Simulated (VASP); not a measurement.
A run of VASP 6.6.1:

INCAR

```
  PREC = Accurate
  ENCUT = 520
  EDIFF = 1E-7
  ISMEAR = 0
  SIGMA = 0.03
  LREAL = False
  LASPH = True
  NELM = 80
  ALGO = Normal
  ISIF = 2
  LWAVE = False
  LCHARG = False
  GGA = PE
  IVDW = 12
  NBANDS = 17
```

The input KPOINTS:

```
regular mesh
0
Gamma
  10 10 10
```

Contents of POSCAR:

```
PbS
1.0
    0.0000000000      3.1132500000      2.9650000000
    3.1132500000      0.0000000000      2.9650000000
    3.1132500000      3.1132500000      0.0000000000
Pb S
1 1
Direct
    0.0000000000      0.0000000000      0.0000000000
    0.5000000000      0.5000000000      0.5000000000
```

Potentials or basis: VASP PAW PBE potentials, release 64 (Pb_d, S).

The run is started by

```console
$ cat potpaw_PBE.64/Pb_d/POTCAR potpaw_PBE.64/S/POTCAR > POTCAR
$ mpirun -np 1 vasp_std > vasp.out
```

Hardware: 1 thread of Intel(R) Xeon(R) 6975P-C (Granite Rapids) (shared host).

Question: Estimate the wall time of this run.

Answer: It took 31 s on 1 thread of Intel(R) Xeon(R) 6975P-C (Granite Rapids), with other jobs on the host, peak memory 0.25 GiB. Counts: scf iterations 13, k points 102.
